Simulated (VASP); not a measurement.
# BeAu3 (Pm-3m) in VASP: a series of runs

Runs on BeAu3. Level: PBE. Tasks: single point.

Everything below comes from runs of VASP 6.6.1. Logs are shortened: lines on timing, memory, paths and dates and some standing lists are left out, and cuts for length are marked.

## (1) The cell of the first run

The structure is cubic, space group Pm-3m (No. 221). Conventional cell: a = 3.930 Å, b = 3.930 Å, c = 3.930 Å, α = 90.00°, β = 90.00°, γ = 90.00°. Within 3.7 Å of Au (site symmetry 4/mmm) lie 8 Au at 2.78 Å and 4 Be at 2.78 Å. Be (site symmetry m-3m) has 12 Au at 2.78 Å within 3.7 Å.

## (2) Single point, PBE

INCAR reads:

```
SYSTEM = BeAu3
PREC     = Accurate       ! precision mode
ENCUT    = 520            ! plane-wave cutoff, eV
EDIFF    = 1E-6           ! SCF threshold, eV
ISMEAR   = -1             ! smearing method
SIGMA    = 0.05           ! smearing width, eV
LREAL    = .FALSE.        ! projectors in reciprocal space
LASPH    = .TRUE.         ! aspherical terms in the spheres
NELM     = 60             ! most SCF steps
ALGO     = Normal         ! electronic algorithm
ISIF     = 2              ! what is computed and relaxed
LWAVE    = .FALSE.        ! write WAVECAR
LCHARG   = .FALSE.        ! write CHGCAR
GGA      = PE             ! functional
NBANDS   = 26             ! bands
```

KPOINTS reads:

```
regular mesh
0
G
  7 7 7
  0 0 0
```

POSCAR reads:

```
BeAu3
1.0
    3.9298114699      0.0000000000      0.0000000000
    0.0000000000      3.9298114699      0.0000000000
    0.0000000000      0.0000000000      3.9298114699
Au Be
3 1
Direct
    0.5000000000      0.5000000000      0.0000000000
    0.5000000000      0.0000000000      0.5000000000
    0.0000000000      0.5000000000      0.5000000000
    0.0000000000      0.0000000000      0.0000000000
```

Potentials or basis: VASP PAW PBE potentials, release 64 (Au, Be).

Run with:

```bash
cat potpaw_PBE.64/Au/POTCAR potpaw_PBE.64/Be/POTCAR > POTCAR
mpirun -np 1 vasp_std > vasp.out
```

OUTCAR:

```text
SYSTEM = BeAu3
   PREC = Accurate
   ENCUT = 520
   EDIFF = 1E-6
   ISMEAR = -1
   LREAL = .FALSE.
   LASPH = .TRUE.
   NELM = 60
   ISIF = 2
   GGA = PE

 ion  position               nearest neighbor table
   1  0.500  0.500  0.000-   2 2.78   3 2.78   4 2.78   2 2.78   3 2.78   2 2.78   4 2.78   2 2.78
                             3 2.78   4 2.78   3 2.78   4 2.78
   2  0.500  0.000  0.500-   1 2.78   3 2.78   4 2.78   1 2.78   4 2.78   1 2.78   3 2.78   1 2.78
                             3 2.78   4 2.78   4 2.78   3 2.78
   3  0.000  0.500  0.500-   1 2.78   2 2.78   4 2.78   1 2.78   4 2.78   2 2.78   4 2.78   4 2.78
                             1 2.78   2 2.78   1 2.78   2 2.78
   4  0.000  0.000  0.000-   1 2.78   2 2.78   3 2.78   2 2.78   3 2.78   1 2.78   3 2.78   3 2.78
                             1 2.78   2 2.78   2 2.78   1 2.78

  LATTYP: Found a simple cubic cell.
 ALAT       =     3.9298114699

  Lattice vectors:

 A1 = (   3.9298114699,   0.0000000000,   0.0000000000)
 A2 = (   0.0000000000,   3.9298114699,   0.0000000000)
 A3 = (   0.0000000000,   0.0000000000,   3.9298114699)

Analysis of symmetry for initial positions (statically):
=====================================================================
 Subroutine PRICEL returns:
 Original cell was already a primitive cell.

 Routine SETGRP: Setting up the symmetry group for a
 simple cubic supercell.

 Subroutine GETGRP returns: Found 48 space group operations
 (whereof 48 operations were pure point group operations)
 out of a pool of 48 trial point group operations.

The static configuration has the point symmetry O_h .

Analysis of symmetry for dynamics (positions and initial velocities):
=====================================================================
 Subroutine PRICEL returns:
 Original cell was already a primitive cell.

 Routine SETGRP: Setting up the symmetry group for a
 simple cubic supercell.

 Subroutine GETGRP returns: Found 48 space group operations
 (whereof 48 operations were pure point group operations)
 out of a pool of 48 trial point group operations.

The dynamic configuration has the point symmetry O_h .

 Subroutine INISYM returns: Found 48 space group operations
 (whereof 48 operations are pure point group operations),
 and found     1 'primitive' translations

----------------------------------------------------------------------------------------

                                     Primitive cell

  volume of cell :      60.6897

  direct lattice vectors                    reciprocal lattice vectors
     3.929811470  0.000000000  0.000000000     0.254465133  0.000000000  0.000000000
     0.000000000  3.929811470  0.000000000     0.000000000  0.254465133  0.000000000
     0.000000000  0.000000000  3.929811470     0.000000000  0.000000000  0.254465133

  length of vectors
     3.929811470  3.929811470  3.929811470     0.254465133  0.254465133  0.254465133

  position of ions in fractional coordinates (direct lattice)
     0.500000000  0.500000000  0.000000000
     0.500000000  0.000000000  0.500000000
     0.000000000  0.500000000  0.500000000
     0.000000000  0.000000000  0.000000000

  ion indices of the primitive-cell ions
   primitive index   ion index
                 1           1
                 2           2
                 3           3
                 4           4

----------------------------------------------------------------------------------------

 KPOINTS: regular mesh

Automatic generation of k-mesh.
 Grid dimensions read from file:
 generate k-points for:    7    7    7

 Generating k-lattice:

  Cartesian coordinates                     Fractional coordinates (reciprocal lattice)
     0.036352162  0.000000000  0.000000000     0.142857143  0.000000000  0.000000000
     0.000000000  0.036352162  0.000000000     0.000000000  0.142857143  0.000000000
     0.000000000  0.000000000  0.036352162     0.000000000  0.000000000  0.142857143

  Length of vectors
     0.036352162  0.036352162  0.036352162

  Shift w.r.t. Gamma in fractional coordinates (k-lattice)
     0.000000000  0.000000000  0.000000000

 Subroutine IBZKPT returns following result:
 ===========================================

 Found     20 irreducible k-points:

 Following reciprocal coordinates:
            Coordinates               Weight
  0.000000  0.000000  0.000000      1.000000
  0.142857  0.000000  0.000000      6.000000
  0.285714  0.000000  0.000000      6.000000
  0.428571  0.000000  0.000000      6.000000
  0.142857  0.142857  0.000000     12.000000
  0.285714  0.142857  0.000000     24.000000
[... 12 lines left out ...]
  0.428571  0.428571  0.285714     24.000000
  0.428571  0.428571  0.428571      8.000000
   k-points           NKPTS =     20   k-points in BZ     NKDIM =     20   number of bands    NBANDS=     26
   number of dos      NEDOS =    301   number of ions     NIONS =      4
   total plane-waves  NPLWV =  27000
   dimension x,y,z NGX =    30 NGY =   30 NGZ =   30
   dimension x,y,z NGXF=    60 NGYF=   60 NGZF=   60
   ions per type =               3   1
   NGX,Y,Z   is equivalent  to a cutoff of  12.69, 12.69, 12.69 a.u.
   NGXF,Y,Z  is equivalent  to a cutoff of  25.38, 25.38, 25.38 a.u.
 SYSTEM =  BeAu3
   PREC   = accura    normal or accurate (medium, high low for compatibility)
   ISTART =      0    job   : 0-new  1-cont  2-samecut
   ICHARG =      2    charge: 1-file 2-atom 10-const
   ISPIN  =      1    spin polarized calculation?
   LNONCOLLINEAR =      F non collinear calculations
   LSORBIT =      F    spin-orbit coupling
   LASPH  =      T    aspherical Exc in radial PAW
   ENCUT  =  520.0 eV  38.22 Ry    6.18 a.u.   7.31  7.31  7.31*2*pi/ulx,y,z
   NELM   =     60;   NELMIN=  2; NELMDL= -5     # of ELM steps
   EDIFF  = 0.1E-05   stopping-criterion for ELM
   LREAL  =      F    real-space projection
   EDIFFG = 0.1E-04   stopping-criterion for IOM
   NSW    =      0    number of steps for IOM
   IBRION =     -1    ionic relax: 0-MD 1-quasi-New 2-CG
   NFREE  =      0    steps in history (QN), initial steepest desc. (CG)
   ISIF   =      2    stress and relaxation
   ISYM   =      2    0-nonsym 1-usesym 2-fastsym
   POTIM  = 0.5000    time-step for ionic-motion
   TEBEG  =    0.0;   TEEND  =   0.0 temperature during run
   PSTRESS=    0.0 pullay stress
   NELECT =      35.0000    total number of electrons
   NUPDOWN=      -1.0000    fix difference up-down
   EMIN   =  10.00;   EMAX   =-10.00  energy-range for DOS
   EFERMI =   0.00;   METHOD = LEGACY
   ISMEAR =    -1;   SIGMA  =   0.05  broadening in eV -4-tet -1-fermi 0-gaus
   EFERMI_NEDOS =   21; number of points for ismear=-14 and -15
   IALGO  =     38    algorithm
   IMIX   =      4    mixing-type and parameters
     AMIX     =   0.40;   BMIX     =  1.00
     AMIX_MAG =   1.60;   BMIX_MAG =  1.00
  volume/ion in A,a.u.               =      15.17       102.39
  Fermi-wavevector in a.u.,A,eV,Ry     =   1.362676  2.575083 25.264449  1.856885
  Thomas-Fermi vector in A             =   2.489145
   LORBIT       =      0    0 simple, 1 ext, 2 COOP (PROOUT), +10 PAW based schemes
   GGA     = PE    functional components
   LHFCALC =     F    Hartree Fock is set to
   AEXX    =    0.0000 exact exchange contribution
   IVDW    =     0    specifies the selected vdW correction
   LEPSILON=     F    determine dielectric tensor
   LRPA    =     F    only Hartree local field effects (RPA)
 non-spin polarized calculation
  energy-cutoff  :      520.00
  volume of cell :       60.69
 maximum number of plane-waves:      1647
 NGX is ok and might be reduce to    30
   NGX = 15   NGY = 15   NGZ = 15

 number of electron      35.0000008 magnetization

 Free energy of the ion-electron system (eV)
  ---------------------------------------------------
  ext. energy  EPLUGINS =         0.00000000
  ---------------------------------------------------
  free energy    TOTEN  =       -13.05732193 eV

  energy without entropy =      -13.04589621  energy(sigma->0) =      -13.05160907

 E-fermi :   9.5073     XC(G=0): -12.2846

 val. band max:        9.5001342958   @ k =   0.2857   0.2857   0.2857
 cond. band min:       9.5317747563   @ k =   0.4286   0.4286   0.1429
 fundamental gap:      0.0316404604
 Fermi energy:         9.5072610048

 k-point     1 :       0.0000    0.0000    0.0000
  band No.  band energies     occupation
      1      -1.1056      2.00000
      2       1.3103      2.00000
      3       2.3361      2.00000
      4       2.3361      2.00000
      5       2.3361      2.00000
      6       2.6311      2.00000
[... 18 lines left out ...]
     25      16.7100      0.00000
     26      20.7253      0.00000

 k-point     2 :       0.1429    0.0000    0.0000
  band No.  band energies     occupation
      1      -0.8667      2.00000
      2       1.4586      2.00000
      3       2.3897      2.00000
      4       2.4572      2.00000
      5       2.4572      2.00000
      6       2.6139      2.00000
[... 18 lines left out ...]
     25      17.7777      0.00000
     26      19.6105      0.00000

 k-point     3 :       0.2857    0.0000    0.0000
  band No.  band energies     occupation
      1      -0.1928      2.00000
      2       1.8429      2.00000
      3       2.5221      2.00000
      4       2.5236      2.00000
      5       2.8002      2.00000
      6       2.8002      2.00000
[... 18 lines left out ...]
     25      17.9886      0.00000
     26      20.0337      0.00000

 k-point     4 :       0.4286    0.0000    0.0000
  band No.  band energies     occupation
      1       0.6918      2.00000
      2       2.0944      2.00000
      3       2.3675      2.00000
      4       2.6442      2.00000
      5       3.2487      2.00000
      6       3.2487      2.00000
[... 18 lines left out ...]
     25      16.9833      0.00000
     26      22.1982      0.00000
[... 380 lines left out ...]
      1       1.5485      2.00000
      2       2.0852      2.00000
      3       2.3217      2.00000
      4       2.8063      2.00000
      5       3.5091      2.00000
      6       3.9213      2.00000
[... 18 lines left out ...]
     25      19.3706      0.00000
     26      20.2375      0.00000

 k-point    19 :       0.4286    0.4286    0.2857
  band No.  band energies     occupation
      1       1.7809      2.00000
      2       1.8773      2.00000
      3       2.1360      2.00000
      4       2.3725      2.00000
      5       3.8559      2.00000
      6       3.8810      2.00000
[... 18 lines left out ...]
     25      20.5340      0.00000
     26      20.5894      0.00000

 k-point    20 :       0.4286    0.4286    0.4286
  band No.  band energies     occupation
      1       1.6092      2.00000
      2       1.7681      2.00000
      3       1.9773      2.00000
      4       1.9773      2.00000
      5       3.9393      2.00000
      6       3.9393      2.00000
[... 18 lines left out ...]
     25      20.7386      0.00000
     26      20.7386      0.00000

------------------------ aborting loop because EDIFF is reached ----------------------------------------

  FORCE on cell =-STRESS in cart. coord.  units (eV):
  Direction    XX          YY          ZZ          XY          YZ          ZX
  --------------------------------------------------------------------------------------
  -------------------------------------------------------------------------------------
  Total        3.2467594      3.2467594      3.2467594     -0.0000000      0.0000000     -0.0000000
  in kB       85.7127712     85.7127712     85.7127712     -0.0000000      0.0000000     -0.0000000
  external PRESSURE =      85.7127712 kB  Pullay stress =       0.0000000 kB

 VOLUME and BASIS-vectors are now :
 -----------------------------------------------------------------------------
  energy-cutoff  :      520.00
  volume of cell :       60.69
      direct lattice vectors                 reciprocal lattice vectors
     3.929811470  0.000000000  0.000000000     0.254465133  0.000000000  0.000000000
     0.000000000  3.929811470  0.000000000     0.000000000  0.254465133  0.000000000
     0.000000000  0.000000000  3.929811470     0.000000000  0.000000000  0.254465133

 POSITION                                       TOTAL-FORCE (eV/Angst)
 -----------------------------------------------------------------------------------
      1.96491      1.96491      0.00000         0.000000      0.000000      0.000000
      1.96491      0.00000      1.96491         0.000000      0.000000      0.000000
      0.00000      1.96491      1.96491         0.000000      0.000000      0.000000
      0.00000      0.00000      0.00000         0.000000      0.000000      0.000000
 -----------------------------------------------------------------------------------
    total drift:                                0.000000      0.000000     -0.000000

  FREE ENERGIE OF THE ION-ELECTRON SYSTEM (eV)
  ---------------------------------------------------
  free  energy   TOTEN  =       -13.0573219288 eV

  energy  without entropy=      -13.0458962090  energy(sigma->0) =      -13.05160907
```

Run time: 46 s. Hardware: 1 thread of Intel Xeon 8259CL, shared host; peak memory 0.18 GiB.

Results:

```yaml
Free_energy: -13.0573 eV
Pressure: 8.6 GPa
Band_gap_on_the_k_mesh: zero (an odd number of electrons rules out a gap without spin polarisation)
```

Caveat: the cell stands under pressure; spin-orbit coupling is left out, which moves the levels of the heavy elements.

[end of part 1 of 2]
